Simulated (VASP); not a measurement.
# W (Fm-3m) in VASP: notebook, part 2 of 3

VASP 6.6.1.

## Step 3: Single point, PBEsol

This run uses another cell than the first one, of 7.99 Å³/atom, 0.500 times its volume.

INCAR

```
SYSTEM = W
PREC = Accurate
ENCUT = 520
EDIFF = 1E-7
ISMEAR = -1
SIGMA = 0.05
LREAL = .False.
LASPH = .True.
NELM = 80
ALGO = Normal
ISIF = 2
LWAVE = .False.
LCHARG = .False.
GGA = PS
NBANDS = 13
```

KPOINTS

```
regular mesh
0
Gamma
  27 27 27
  0 0 0
```

POSCAR

```
W
1.0
    0.0000000000      1.5866857710      1.5866857710
    1.5866857710      0.0000000000      1.5866857710
    1.5866857710      1.5866857710      0.0000000000
W
1
Direct
    0.0000000000      0.0000000000      0.0000000000
```

Potentials or basis: VASP PAW PBE potentials, release 64 (W_sv).

Started as:

```
> cat potpaw_PBE.64/W_sv/POTCAR > POTCAR
> mpirun -np 1 vasp_std > vasp.out
```

OUTCAR:

```text
SYSTEM = W
   PREC = Accurate
   ENCUT = 520
   EDIFF = 1E-7
   ISMEAR = -1
   LREAL = .False.
   LASPH = .True.
   NELM = 80
   ISIF = 2
   GGA = PS

 ion  position               nearest neighbor table
   1  0.000  0.000  0.000-

  LATTYP: Found a face centered cubic cell.
 ALAT       =     3.1733715420

  Lattice vectors:

 A1 = (   0.0000000000,   1.5866857710,   1.5866857710)
 A2 = (   1.5866857710,   0.0000000000,   1.5866857710)
 A3 = (   1.5866857710,   1.5866857710,   0.0000000000)

Analysis of symmetry for initial positions (statically):
=====================================================================
 Subroutine PRICEL returns:
 Original cell was already a primitive cell.

 Routine SETGRP: Setting up the symmetry group for a
 face centered cubic supercell.

 Subroutine GETGRP returns: Found 48 space group operations
 (whereof 48 operations were pure point group operations)
 out of a pool of 48 trial point group operations.

The static configuration has the point symmetry O_h .

Analysis of symmetry for dynamics (positions and initial velocities):
=====================================================================
 Subroutine PRICEL returns:
 Original cell was already a primitive cell.

 Routine SETGRP: Setting up the symmetry group for a
 face centered cubic supercell.

 Subroutine GETGRP returns: Found 48 space group operations
 (whereof 48 operations were pure point group operations)
 out of a pool of 48 trial point group operations.

The dynamic configuration has the point symmetry O_h .

 Subroutine INISYM returns: Found 48 space group operations
 (whereof 48 operations are pure point group operations),
 and found     1 'primitive' translations

----------------------------------------------------------------------------------------

                                     Primitive cell

  volume of cell :       7.9892

  direct lattice vectors                    reciprocal lattice vectors
     0.000000000  1.586685771  1.586685771    -0.315122256  0.315122256  0.315122256
     1.586685771  0.000000000  1.586685771     0.315122256 -0.315122256  0.315122256
     1.586685771  1.586685771  0.000000000     0.315122256  0.315122256 -0.315122256

  length of vectors
     2.243912537  2.243912537  2.243912537     0.545807758  0.545807758  0.545807758

  position of ions in fractional coordinates (direct lattice)
     0.000000000  0.000000000  0.000000000

  ion indices of the primitive-cell ions
   primitive index   ion index
                 1           1

----------------------------------------------------------------------------------------

 KPOINTS: regular mesh

Automatic generation of k-mesh.
 Grid dimensions read from file:
 generate k-points for:   27   27   27

 Generating k-lattice:

  Cartesian coordinates                     Fractional coordinates (reciprocal lattice)
    -0.011671195  0.011671195  0.011671195     0.037037037  0.000000000  0.000000000
     0.011671195 -0.011671195  0.011671195     0.000000000  0.037037037  0.000000000
     0.011671195  0.011671195 -0.011671195     0.000000000  0.000000000  0.037037037

  Length of vectors
     0.020215102  0.020215102  0.020215102

  Shift w.r.t. Gamma in fractional coordinates (k-lattice)
     0.000000000  0.000000000  0.000000000

 Subroutine IBZKPT returns following result:
 ===========================================

 Found    560 irreducible k-points:

 Following reciprocal coordinates:
            Coordinates               Weight
  0.000000  0.000000  0.000000      1.000000
  0.037037  0.000000  0.000000      8.000000
  0.074074  0.000000  0.000000      8.000000
  0.111111  0.000000  0.000000      8.000000
  0.148148  0.000000  0.000000      8.000000
  0.185185  0.000000  0.000000      8.000000
[... 16 lines left out ...]
  0.333333  0.037037  0.000000     24.000000
  0.370370  0.037037  0.000000     24.000000
 [... further k-points ...]
   k-points           NKPTS =    560   k-points in BZ     NKDIM =    560   number of bands    NBANDS=     13
   number of dos      NEDOS =    301   number of ions     NIONS =      1
   total plane-waves  NPLWV =   5832
   dimension x,y,z NGX =    18 NGY =   18 NGZ =   18
   dimension x,y,z NGXF=    36 NGYF=   36 NGZF=   36
   ions per type =               1
   NGX,Y,Z   is equivalent  to a cutoff of  13.34, 13.34, 13.34 a.u.
   NGXF,Y,Z  is equivalent  to a cutoff of  26.67, 26.67, 26.67 a.u.
 SYSTEM =  W
   PREC   = accura    normal or accurate (medium, high low for compatibility)
   ISTART =      0    job   : 0-new  1-cont  2-samecut
   ICHARG =      2    charge: 1-file 2-atom 10-const
   ISPIN  =      1    spin polarized calculation?
   LNONCOLLINEAR =      F non collinear calculations
   LSORBIT =      F    spin-orbit coupling
   LASPH  =      T    aspherical Exc in radial PAW
   ENCUT  =  520.0 eV  38.22 Ry    6.18 a.u.   4.17  4.17  4.17*2*pi/ulx,y,z
   NELM   =     80;   NELMIN=  2; NELMDL= -5     # of ELM steps
   EDIFF  = 0.1E-06   stopping-criterion for ELM
   LREAL  =      F    real-space projection
   EDIFFG = 0.1E-05   stopping-criterion for IOM
   NSW    =      0    number of steps for IOM
   IBRION =     -1    ionic relax: 0-MD 1-quasi-New 2-CG
   NFREE  =      0    steps in history (QN), initial steepest desc. (CG)
   ISIF   =      2    stress and relaxation
   ISYM   =      2    0-nonsym 1-usesym 2-fastsym
   POTIM  = 0.5000    time-step for ionic-motion
   TEBEG  =    0.0;   TEEND  =   0.0 temperature during run
   PSTRESS=    0.0 pullay stress
   NELECT =      14.0000    total number of electrons
   NUPDOWN=      -1.0000    fix difference up-down
   EMIN   =  10.00;   EMAX   =-10.00  energy-range for DOS
   EFERMI =   0.00;   METHOD = LEGACY
   ISMEAR =    -1;   SIGMA  =   0.05  broadening in eV -4-tet -1-fermi 0-gaus
   EFERMI_NEDOS =   21; number of points for ismear=-14 and -15
   IALGO  =     38    algorithm
   IMIX   =      4    mixing-type and parameters
     AMIX     =   0.40;   BMIX     =  1.00
     AMIX_MAG =   1.60;   BMIX_MAG =  1.00
  volume/ion in A,a.u.               =       7.99        53.91
  Fermi-wavevector in a.u.,A,eV,Ry     =   1.973710  3.729770 53.001897  3.895530
  Thomas-Fermi vector in A             =   2.995681
   LORBIT       =      0    0 simple, 1 ext, 2 COOP (PROOUT), +10 PAW based schemes
   GGA     = PS    functional components
   LHFCALC =     F    Hartree Fock is set to
   AEXX    =    0.0000 exact exchange contribution
   IVDW    =     0    specifies the selected vdW correction
   LEPSILON=     F    determine dielectric tensor
   LRPA    =     F    only Hartree local field effects (RPA)
 non-spin polarized calculation
  energy-cutoff  :      520.00
  volume of cell :        7.99
 maximum number of plane-waves:       225
 NGX is ok and might be reduce to    18
   NGX =  9   NGY =  9   NGZ =  9

 number of electron      14.0000002 magnetization

 Free energy of the ion-electron system (eV)
  ---------------------------------------------------
  ext. energy  EPLUGINS =         0.00000000
  ---------------------------------------------------
  free energy    TOTEN  =        -1.75007444 eV

  energy without entropy =       -1.74670328  energy(sigma->0) =       -1.74838886

 E-fermi :  24.1369     XC(G=0): -18.0677

 val. band max:       24.1333617318   @ k =  -0.3704   0.2593   0.0741
 cond. band min:      24.1392755311   @ k =  -0.4444   0.3704   0.1111
 fundamental gap:      0.0059137993
 Fermi energy:        24.1369392528

 k-point     1 :       0.0000    0.0000    0.0000
  band No.  band energies     occupation
      1     -51.5997      2.00000
      2     -11.1211      2.00000
      3     -11.1211      2.00000
      4     -11.1211      2.00000
      5      12.8533      2.00000
      6      20.6310      2.00000
      7      20.6310      2.00000
      8      20.6310      2.00000
      9      28.6704      0.00000
     10      28.6704      0.00000
     11      36.0172      0.00000
     12      45.8520      0.00000
     13      45.8520      0.00000

 k-point     2 :       0.0370    0.0000    0.0000
  band No.  band energies     occupation
      1     -51.5773      2.00000
      2     -11.2837      2.00000
      3     -11.1381      2.00000
      4     -11.1381      2.00000
      5      13.0277      2.00000
      6      20.5168      2.00000
      7      20.7037      2.00000
      8      20.7037      2.00000
      9      28.5532      0.00000
     10      28.5532      0.00000
     11      36.3189      0.00000
[... 339 lines left out ...]
 k-point    24 :       0.3704    0.0370    0.0000
  band No.  band energies     occupation
      1     -50.1128      2.00000
      2     -18.6762      2.00000
      3     -12.1660      2.00000
      4     -12.0684      2.00000
      5      13.5836      2.00000
      6      20.2732      2.00000
      7      20.7796      2.00000
      8      26.7143      0.00000
      9      31.4290      0.00000
     10      32.5471      0.00000
     11      36.6355      0.00000
     12      54.5922      0.00000
     13      55.9007      0.00000

 [... further k-points ...]
[... 5 lines left out ...]
  --------------------------------------------------------------------------------------
  -------------------------------------------------------------------------------------
  Total       41.4908215     41.4908215     41.4908215      0.0000000      0.0000000     -0.0000000
  in kB     8320.6995172   8320.6995172   8320.6995172      0.0000000      0.0000000     -0.0000000
  external PRESSURE =    8320.6995172 kB  Pullay stress =       0.0000000 kB

 VOLUME and BASIS-vectors are now :
 -----------------------------------------------------------------------------
  energy-cutoff  :      520.00
  volume of cell :        7.99
      direct lattice vectors                 reciprocal lattice vectors
     0.000000000  1.586685771  1.586685771    -0.315122256  0.315122256  0.315122256
     1.586685771  0.000000000  1.586685771     0.315122256 -0.315122256  0.315122256
     1.586685771  1.586685771  0.000000000     0.315122256  0.315122256 -0.315122256

 POSITION                                       TOTAL-FORCE (eV/Angst)
 -----------------------------------------------------------------------------------
      0.00000      0.00000      0.00000         0.000000     -0.000000     -0.000000
 -----------------------------------------------------------------------------------
    total drift:                                0.000000     -0.000000     -0.000000

  FREE ENERGIE OF THE ION-ELECTRON SYSTEM (eV)
  ---------------------------------------------------
  free  energy   TOTEN  =        -1.7500744415 eV

  energy  without entropy=       -1.7467032796  energy(sigma->0) =       -1.74838886
```

OSZICAR:

```text
N       E                     dE             d eps       ncg     rms          rms(c)
DAV:   1     0.850405194070E+02    0.85041E+02   -0.71667E+03 14907   0.134E+03
DAV:   2    -0.123421541702E+01   -0.86275E+02   -0.82570E+02 16100   0.328E+02
DAV:   3    -0.229913163656E+01   -0.10649E+01   -0.10632E+01 16285   0.344E+01
DAV:   4    -0.230058986383E+01   -0.14582E-02   -0.14582E-02 16545   0.138E+00
DAV:   5    -0.230059282286E+01   -0.29590E-05   -0.29610E-05 16245   0.595E-02    0.736E+01
DAV:   6    -0.193073785484E+01    0.36985E+00   -0.47286E-02 14995   0.263E+00    0.415E+01
DAV:   7    -0.174962813754E+01    0.18111E+00   -0.76736E-02 15525   0.317E+00    0.272E-01
DAV:   8    -0.174991709051E+01   -0.28895E-03   -0.14189E-03 16535   0.538E-01    0.856E-02
DAV:   9    -0.175006741431E+01   -0.15032E-03   -0.13879E-04 17060   0.182E-01    0.136E-02
DAV:  10    -0.175007474876E+01   -0.73345E-05   -0.51996E-06 15360   0.283E-02    0.147E-02
DAV:  11    -0.175007448582E+01    0.26294E-06   -0.10647E-07 12355   0.394E-03    0.338E-03
DAV:  12    -0.175007444149E+01    0.44337E-07   -0.97179E-09  7915   0.121E-03
   1 F= -.17500744E+01 E0= -.17483889E+01  d E =-.337116E-02
```

stdout:

```text
POSCAR found type information on POSCAR W
 POSCAR found :  1 types and       1 ions
 scaLAPACK will be used
 -----------------------------------------------------------------------------
|                                                                             |
|                                                                             |
|     You enforced a specific xc type in the INCAR file but a different       |
|     I HOPE YOU KNOW WHAT YOU ARE DOING!                                     |
|                                                                             |
 -----------------------------------------------------------------------------

 LDA part: xc-table for (Slater+PW92), standard interpolation
 POSCAR, INCAR and KPOINTS ok, starting setup
 FFT: planning ... GRIDC
 FFT: planning ... GRID_SOFT
 FFT: planning ... GRID
 WAVECAR not read
 entering main loop
```

Run time: 23 s. Hardware: 1 thread of Intel Xeon 6975P-C (Granite Rapids), shared host; peak memory 0.16 GiB.

The run converged, but its numbers aren't listed here, since they failed a check.

Caveat: the PAW data sets were made with another functional, which shifts forces and pressure a little; spin-orbit coupling is left out, which moves the levels of the heavy elements.

[end of part 2 of 3]
